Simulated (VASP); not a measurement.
Input of a VASP 6.6.1 run:

The input INCAR:

```
SYSTEM = Mn
ALGO = Normal
EDIFF = 1E-6
EDIFFG = -0.01
ENCUT = 600
GGA = PS
IBRION = 2
ISIF = 3
ISMEAR = 0
LASPH = .True.
LCHARG = .False.
LREAL = .False.
LWAVE = .False.
NELM = 100
NSW = 100
PREC = Accurate
SIGMA = 0.1
```

Contents of KPOINTS:

```
k-points
0
Gamma
  18 18 24
  0 0 0
```

POSCAR

```
Mn
1.0
    3.6155022466      0.0000000000      0.0000000000
   -1.8077511233      3.1311167930      0.0000000000
    0.0000000000      0.0000000000      2.3527693231
Mn
2
Direct
    0.3333333333      0.6666666667      0.0000000000
    0.6666666667      0.3333333333      0.0000000000
```

Potentials or basis: VASP PAW PBE potentials, release 64 (Mn_pv).

Run with:

```console
$ cat potpaw_PBE.64/Mn_pv/POTCAR > POTCAR
$ mpirun -np 1 vasp_std > vasp.out
```

Problem. Estimate the band gap on the k mesh.

Solution. Zero (band 13 reaches 8.64 eV, above the bottom of band 14 at 6.86 eV).

Problem. Predict the relaxed volume.

Solution. 13.37 Å³/atom.

Problem. Estimate the space group after relaxing (to 0.05 Å).

Solution. P6/mmm (No. 191).

Final structure:
```xyz
2
Lattice="3.6196 0.0000 0.0000 -1.8098 3.1347 0.0000 0.0000 0.0000 2.3564" Properties=species:S:1:pos:R:3 pbc="T T T"
Mn    0.0000    2.0898    0.0000
Mn    1.8098    1.0449    0.0000
```

Caveat: the PAW data sets were made with another functional, which shifts forces and pressure a little; the run has no spin polarisation, though such a crystal can be magnetic. Spin polarisation is off, so any magnetic state and its effect on volume and gap are missing.
